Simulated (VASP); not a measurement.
# TiAl16N16 (a cell with a defect) in VASP: a series of runs, part 2 of 2

VASP 6.6.1. The steps go on from the part before.

## (4) Single point, PBE

Input file INCAR:

```
PREC = Accurate
ENCUT = 520
EDIFF = 1E-6
ISMEAR = -1
SIGMA = 0.01
LREAL = Auto
LASPH = T
NELM = 120
ALGO = Normal
ISIF = 2
LWAVE = F
LCHARG = T
GGA = PE
LELF = T
LVHAR = T
NBANDS = 92
GGA_COMPAT = F
```

Input file KPOINTS:

```
regular mesh
0
Gamma
  1 1 1
```

Input file POSCAR:

```
TiAl16N16
1.0
    6.2595139100      0.0000000600      0.0000000000
   -3.1297570100      5.4208980300      0.0000000000
    0.0000000000      0.0000000000     10.0348065900
Al N Ti
16 16 1
Direct
    0.3779390719      0.2212714518      0.2732568860
    0.1610100946      0.3298230257      0.4976035119
    0.3396737711      0.1807017904      0.7467186271
    0.1623296653      0.3285551546      0.9843186225
    0.3493820633      0.6483167474      0.2547964405
    0.1580681869      0.8339979770      0.5135717319
    0.3267615437      0.6557254833      0.7368910336
    0.2011311394      0.8438288200      0.9520308054
    0.8144095834      0.1639335302      0.2528165319
    0.6640473882      0.3276276274      0.5142701011
    0.8304854147      0.1711439590      0.7477315016
    0.6784316109      0.3498374160      1.0032314933
    0.7508479932      0.6362303692      0.2984190052
    0.6506493957      0.8314996770      0.5086676015
    0.8291305717      0.6722561336      0.7482737144
    0.6484357104      0.8397630680      0.9801418604
    0.3339645844      0.1603057234      0.4615968388
    0.1365458882      0.2847808579      0.1807695030
    0.3535782229      0.1886711340      0.9355304376
    0.1566253207      0.3247013651      0.6860453102
    0.3150315557      0.6682877931      0.4568196665
    0.2380194665      0.8441269252      0.1675136421
    0.3319506981      0.6450497613      0.9232715067
    0.1688655839      0.8398420270      0.7177041167
    0.8233963981      0.1599044929      0.4425599996
    0.6923484508      0.3573608926      0.1960296875
    0.8295965384      0.1750755954      0.9344201023
    0.6702203101      0.3399300171      0.7004488763
    0.8242019293      0.6635276905      0.4848131308
    0.6603773822      0.8414338243      0.1730180831
    0.8484903885      0.6919720549      0.9495317039
    0.6604860614      0.8388969752      0.6980468370
    0.0048761196     -0.0673189199      0.1358711788
```

Potentials or basis: VASP PAW PBE potentials, release 64 (Al, N, Ti_sv).

The run is started by

```sh
cat potpaw_PBE.64/Al/POTCAR potpaw_PBE.64/N/POTCAR potpaw_PBE.64/Ti_sv/POTCAR > POTCAR
mpirun -np 1 vasp_gam > vasp.out
```

OUTCAR:

```text
PREC = Accurate
   ENCUT = 520
   EDIFF = 1E-6
   ISMEAR = -1
   LREAL = Auto
   LASPH = T
   NELM = 120
   ISIF = 2
   GGA = PE

 ion  position               nearest neighbor table
   1  0.378  0.221  0.273-  26 1.88  17 1.92  18 1.98  22 2.32  13 2.49  33 2.53   5 2.77   2 2.88
                            10 2.88   9 2.94  12 3.16   6 3.20
   2  0.161  0.330  0.498-  21 1.88  20 1.89  17 1.89  25 1.91   1 2.88   7 2.98   5 2.99   3 3.07
                            11 3.08   9 3.09   6 3.10  14 3.11  10 3.11  14 3.16  10 3.16   6 3.17
   3  0.340  0.181  0.747-  28 1.85  24 1.87  20 1.88  19 1.90   8 2.76  10 2.92   4 2.97   6 3.00
                             7 3.02   2 3.07  15 3.07  11 3.10  11 3.16  12 3.16  15 3.19   7 3.25
   4  0.162  0.329  0.984-  23 1.82  19 1.87  27 1.87  18 1.99  33 2.64   3 2.97  11 2.98   7 3.05
                            12 3.10  16 3.12   8 3.13  16 3.14  12 3.17   8 3.18   5 3.22   9 3.29
   5  0.349  0.648  0.255-  30 1.89  22 1.90  21 2.05  18 2.12  13 2.59   1 2.77   2 2.99  14 3.03
                             9 3.08   9 3.20  16 3.21   4 3.22   6 3.30
   6  0.158  0.834  0.514-  29 1.83  21 1.84  17 1.85  24 2.05   7 2.93  15 2.95   3 3.00  13 3.09
                            14 3.09   2 3.10  10 3.13  10 3.13  14 3.17   2 3.17   1 3.20   5 3.30
   7  0.327  0.656  0.737-  32 1.85  24 1.87  20 1.87  23 1.87   8 2.76  14 2.89   6 2.93   2 2.98
[... 349 lines left out ...]
     81      12.3967      0.00000
     82      12.4307      0.00000
 [bands above 82 left out]

------------------------ aborting loop because EDIFF is reached ----------------------------------------

  FORCE on cell =-STRESS in cart. coord.  units (eV):
  Direction    XX          YY          ZZ          XY          YZ          ZX
  --------------------------------------------------------------------------------------
  -------------------------------------------------------------------------------------
  Total       42.6254306     29.8980966     14.8140224      2.9513489     -4.9108657     -5.2893832
  in kB      200.5665510    140.6802940     69.7048062     13.8870589    -23.1072243    -24.8882726
  external PRESSURE =     136.9838837 kB  Pullay stress =       0.0000000 kB

 VOLUME and BASIS-vectors are now :
 -----------------------------------------------------------------------------
  energy-cutoff  :      520.00
  volume of cell :      340.50
      direct lattice vectors                 reciprocal lattice vectors
     6.259513910  0.000000060  0.000000000     0.159756813  0.092235641  0.000000000
    -3.129757010  5.420898030  0.000000000    -0.000000002  0.184471279  0.000000000
     0.000000000  0.000000000 10.034806590     0.000000000  0.000000000  0.099653141

 POSITION                                       TOTAL-FORCE (eV/Angst)
 -----------------------------------------------------------------------------------
      1.67319      1.19949      2.74208        -0.015258      0.001225      0.002685
     -0.02442      1.78794      4.99336         0.000538      0.004249     -0.010797
      1.56064      0.97957      7.49318         0.002734     -0.007946     -0.006673
     -0.01219      1.78106      9.87745        -0.004772     -0.010466      0.003717
      0.15789      3.51446      2.55683         0.008575      0.005545     -0.002308
     -1.62078      4.52102      5.15359        -0.003694     -0.006062      0.006055
[... 25 lines left out ...]
      1.50878      4.54757      7.00477        -0.003395      0.008346      0.003375
     -2.88854      5.05597      1.36344        -0.012322     -0.001280      0.036750
 -----------------------------------------------------------------------------------
    total drift:                               -0.003293     -0.016411     -0.008002

  FREE ENERGIE OF THE ION-ELECTRON SYSTEM (eV)
  ---------------------------------------------------
  free  energy   TOTEN  =      -228.5433964341 eV

  energy  without entropy=     -228.5433964341  energy(sigma->0) =     -228.54339643
```

It took 95 s on 1 thread of Intel Xeon Platinum 8259CL at 2.50GHz (Skylake/Cascade Lake), shared host; peak memory 0.41 GiB.

What came out:

| Item | Value |
| --- | --- |
| Free energy | -228.5434 eV |
| Pressure | 13.7 GPa |
| Largest force | 0.044 eV/Å |
| Band gap on the k mesh | 0.83 eV |

Forces in eV/Å, atoms in the order of the input:
```
Al  -0.015  0.001  0.003
Al   0.001  0.004 -0.011
Al   0.003 -0.008 -0.007
Al  -0.005 -0.010  0.004
Al   0.009  0.006 -0.002
Al  -0.004 -0.006  0.006
Al   0.000  0.002  0.010
Al  -0.015 -0.004 -0.026
Al   0.017 -0.014 -0.002
Al  -0.009  0.000 -0.008
Al  -0.004  0.001  0.000
Al   0.001 -0.003  0.002
Al  -0.002  0.004 -0.014
Al   0.002  0.000 -0.007
Al   0.002  0.002  0.003
Al   0.010  0.019  0.018
N   -0.007 -0.005  0.002
N    0.001  0.026  0.002
N   -0.001 -0.003  0.004
N   -0.002  0.001  0.002
N    0.004 -0.006 -0.002
N    0.039 -0.019  0.004
N    0.011 -0.008  0.007
N    0.007  0.000 -0.005
N    0.001  0.011 -0.001
N    0.006 -0.014 -0.016
N    0.002  0.005 -0.001
N   -0.004  0.001  0.001
N    0.007  0.010  0.002
N   -0.035  0.006  0.002
N   -0.003 -0.004 -0.011
N   -0.003  0.008  0.003
Ti  -0.012 -0.001  0.037
```

Stress tensor (GPa, compression positive):
```
20.06  1.39 -2.49
 1.39 14.07 -2.31
-2.49 -2.31  6.97
```

Caveat: the k points lie up to 1.16 Å⁻¹ apart, too coarse for converged energies, forces and pressures.

## (5) Single point, PBE

Input file INCAR:

```
SYSTEM = TiAl16N16
  PREC = Accurate
  ENCUT = 520
  EDIFF = 1E-6
  ISMEAR = -1
  SIGMA = 0.01
  LREAL = Auto
  LASPH = .TRUE.
  NELM = 120
  ALGO = Normal
  ISIF = 2
  LWAVE = .FALSE.
  LCHARG = .FALSE.
  GGA = PE
  NBANDS = 92
  NELECT = 138.0
  GGA_COMPAT = .FALSE.
```

Input file KPOINTS:

```
Automatic mesh
0
G
  1 1 1
  0 0 0
```

Input file POSCAR:

```
TiAl16N16
1.0
    6.2595139100      0.0000000600      0.0000000000
   -3.1297570100      5.4208980300      0.0000000000
    0.0000000000      0.0000000000     10.0348065900
Al N Ti
16 16 1
Direct
    0.3712503891      0.1750765228      0.2548007256
    0.1683560973      0.3266270607      0.5138326239
    0.3293227541      0.1585514015      0.7602878971
    0.1720499416      0.3242091956      1.0059578039
    0.3842824996      0.6915302513      0.2567480476
    0.1496064002      0.8313825433      0.5141036804
    0.3246644598      0.6532864040      0.7466601307
    0.1863401454      0.8287112143      0.9899672615
    0.9506646200      0.4622114139      0.3374717758
    0.6446057911      0.3252750654      0.5213415877
    0.8369607669      0.1549757891      0.7408805475
    0.6726567797      0.2900063700      0.9874087668
    0.8275347813      0.6355411836      0.1471466327
    0.6415450845      0.8223546978      0.4909716950
    0.8282238390      0.6532672134      0.7492930663
    0.6640527187      0.8191013621      0.9686670005
    0.3257669740      0.1563121047      0.4487785549
    0.1964746759      0.3495878317      0.2137231028
    0.3412952700      0.1592719462      0.9526504486
    0.1720280666      0.3231612142      0.6976080642
    0.2813557576      0.6445328733      0.4437150791
    0.1587240222      0.8301194683      0.1934925185
    0.3302929457      0.6505499570      0.9349778609
    0.1592410751      0.8277942078      0.7042890101
    0.8389282854      0.1899100378      0.4605646316
    0.6989586522      0.3119352087      0.1930450759
    0.8499947683      0.1478402554      0.9296000791
    0.6606295862      0.3208968239      0.7075100986
    0.8251636790      0.6511587067      0.4437626137
    0.6667782969      0.8068390027      0.1514152751
    0.8382459593      0.6394768783      0.9540342322
    0.6575076326      0.8170168367      0.6873134961
   -0.1193308392      0.0166022321      0.2754618114
```

Potentials or basis: VASP PAW PBE potentials, release 64 (Al, N, Ti_sv).

The run is started by

```sh
cat potpaw_PBE.64/Al/POTCAR potpaw_PBE.64/N/POTCAR potpaw_PBE.64/Ti_sv/POTCAR > POTCAR
mpirun -np 1 vasp_gam > vasp.out
```

OUTCAR:

```text
SYSTEM = TiAl16N16
   PREC = Accurate
   ENCUT = 520
   EDIFF = 1E-6
   ISMEAR = -1
   LREAL = Auto
   LASPH = .TRUE.
   NELM = 120
   ISIF = 2
   GGA = PE
   NELECT = 138.0

 ion  position               nearest neighbor table
   1  0.371  0.175  0.255-  26 1.89  18 1.94  17 1.96  22 1.98  33 2.72  10 3.06  13 3.07   5 3.07
                             4 3.13  12 3.15   5 3.19   6 3.22   2 3.24   9 3.25   8 3.25
   2  0.168  0.327  0.514-  20 1.84  25 1.87  21 1.88  17 1.89   9 2.62  11 2.90   7 2.93  10 2.99
                            33 3.04   6 3.04  14 3.04   3 3.05   6 3.22   1 3.24  14 3.24   5 3.26
   3  0.329  0.159  0.760-  20 1.86  28 1.87  24 1.88  19 1.93   8 2.92  10 2.95  12 2.95   4 3.02
[... 367 lines left out ...]
  in kB        5.3264791     12.9829627   -101.9336313     20.0376372     14.2554821    -37.7591709
  external PRESSURE =     -27.8747299 kB  Pullay stress =       0.0000000 kB

 VOLUME and BASIS-vectors are now :
 -----------------------------------------------------------------------------
  energy-cutoff  :      520.00
  volume of cell :      340.50
      direct lattice vectors                 reciprocal lattice vectors
     6.259513910  0.000000060  0.000000000     0.159756813  0.092235641  0.000000000
    -3.129757010  5.420898030  0.000000000    -0.000000002  0.184471279  0.000000000
     0.000000000  0.000000000 10.034806590     0.000000000  0.000000000  0.099653141

 POSITION                                       TOTAL-FORCE (eV/Angst)
 -----------------------------------------------------------------------------------
      1.77590      0.94907      2.55688        -0.006896     -0.004561      0.000914
      0.03156      1.77061      5.15621        -0.007943     -0.006598     -0.003577
      1.56517      0.85949      7.62934         0.001687     -0.000607      0.002606
      0.06225      1.75751      0.05979         0.002864      0.004635      0.001251
      0.24110      3.74872      2.57642        -0.003936     -0.006715     -0.002043
     -1.66556      4.50684      5.15893         0.002151     -0.004468     -0.001607
[... 25 lines left out ...]
      1.55861      4.42896      6.89706        -0.002843      0.001427      0.004594
      5.46060      0.09000      2.76421         0.027640      0.015669      0.046259
 -----------------------------------------------------------------------------------
    total drift:                                0.009202     -0.001136      0.004410

  FREE ENERGIE OF THE ION-ELECTRON SYSTEM (eV)
  ---------------------------------------------------
  free  energy   TOTEN  =      -246.7374600569 eV

  energy  without entropy=     -246.7374600569  energy(sigma->0) =     -246.73746006
```

OSZICAR:

```text
N       E                     dE             d eps       ncg     rms          rms(c)
DAV:   1     0.120779566438E+04    0.12078E+04   -0.74096E+04   184   0.149E+03
DAV:   2    -0.134750856453E+03   -0.13425E+04   -0.12510E+04   236   0.361E+02
DAV:   3    -0.283366304985E+03   -0.14862E+03   -0.14605E+03   228   0.128E+02
DAV:   4    -0.290594215099E+03   -0.72279E+01   -0.71877E+01   256   0.283E+01
DAV:   5    -0.290826744271E+03   -0.23253E+00   -0.23236E+00   256   0.453E+00    0.385E+01
DAV:   6    -0.248583486311E+03    0.42243E+02   -0.20520E+02   240   0.476E+01    0.199E+01
DAV:   7    -0.249640722940E+03   -0.10572E+01   -0.71432E+01   256   0.445E+01    0.138E+01
DAV:   8    -0.247247853518E+03    0.23929E+01   -0.54215E+00   232   0.106E+01    0.856E+00
DAV:   9    -0.247829530034E+03   -0.58168E+00   -0.77141E+00   288   0.122E+01    0.969E+00
DAV:  10    -0.246722845460E+03    0.11067E+01   -0.56766E+00   244   0.108E+01    0.124E+00
DAV:  11    -0.246737845860E+03   -0.15000E-01   -0.25697E-01   216   0.173E+00    0.909E-01
DAV:  12    -0.246744486878E+03   -0.66410E-02   -0.11216E-01   252   0.136E+00    0.786E-01
DAV:  13    -0.246739975059E+03    0.45118E-02   -0.10800E-02   232   0.439E-01    0.436E-01
DAV:  14    -0.246737563373E+03    0.24117E-02   -0.72534E-03   288   0.335E-01    0.126E-01
DAV:  15    -0.246737452302E+03    0.11107E-03   -0.98615E-04   272   0.119E-01    0.261E-02
DAV:  16    -0.246737460161E+03   -0.78595E-05   -0.13289E-04   264   0.391E-02    0.204E-02
DAV:  17    -0.246737459689E+03    0.47259E-06   -0.14900E-05   240   0.158E-02    0.894E-03
DAV:  18    -0.246737460057E+03   -0.36810E-06   -0.33567E-06   176   0.726E-03
   1 F= -.24673746E+03 E0= -.24673746E+03  d E =-.551920E-13
```

Run time: 1.9 min. Hardware: 1 thread of Intel Xeon Platinum 8259CL at 2.50GHz (Skylake/Cascade Lake), shared host; peak memory 0.42 GiB.

Results:

| Quantity | Value |
| --- | --- |
| Free energy | -246.7375 eV |
| Largest force | 0.068 eV/Å |

Forces in eV/Å, atoms in the order of the input:
```
Al  -0.007 -0.005  0.001
Al  -0.008 -0.007 -0.004
Al   0.002 -0.001  0.003
Al   0.003  0.005  0.001
Al  -0.004 -0.007 -0.002
Al   0.002 -0.004 -0.002
Al   0.001 -0.005 -0.005
Al  -0.006 -0.003  0.007
Al   0.011 -0.005 -0.002
Al   0.010 -0.001 -0.011
Al  -0.001  0.007 -0.001
Al   0.000  0.004  0.005
Al   0.000  0.003  0.004
Al   0.000  0.005  0.000
Al  -0.002 -0.003  0.004
Al  -0.005 -0.002  0.005
N    0.002  0.000  0.004
N    0.014  0.023 -0.013
N    0.001 -0.002 -0.001
N    0.000  0.001  0.001
N   -0.002  0.004  0.010
N    0.010  0.000 -0.002
N    0.003  0.002  0.000
N    0.001  0.000 -0.003
N   -0.008  0.001  0.016
N   -0.008 -0.001 -0.003
N    0.000 -0.002  0.001
N    0.001  0.000 -0.004
N   -0.004  0.004  0.003
N   -0.026 -0.030 -0.054
N   -0.003  0.002 -0.008
N   -0.003  0.001  0.005
Ti   0.028  0.016  0.046
```

Caveat: the k points lie up to 1.16 Å⁻¹ apart, too coarse for converged energies, forces and pressures; the cell carries a net charge on a neutralising background, which shifts energy and pressure; the cell is charged against a uniform background, so pressure and absolute levels hang on convention.

## (6) Overview

| cell | pressure (GPa) | largest force (eV/Å) |
| --- | --- | --- |
| as given, atomic positions A | 11.0 | 2.20 |
| as given, atomic positions B | 13.5 | 0.06 |
| as given, atomic positions C | 13.7 | 0.04 |

Alike in all rows: task single point; level PBE; potentials or basis VASP PAW PBE potentials, release 64 (Al, N, Ti_sv); no spin polarisation; k mesh 1 × 1 × 1; cutoff (eV) 520; smearing fermi-dirac 0.01 eV.

Caveats: all runs use coarse meshes.

Total energies depend on the potentials used, so only differences within one code and one set of settings carry meaning.
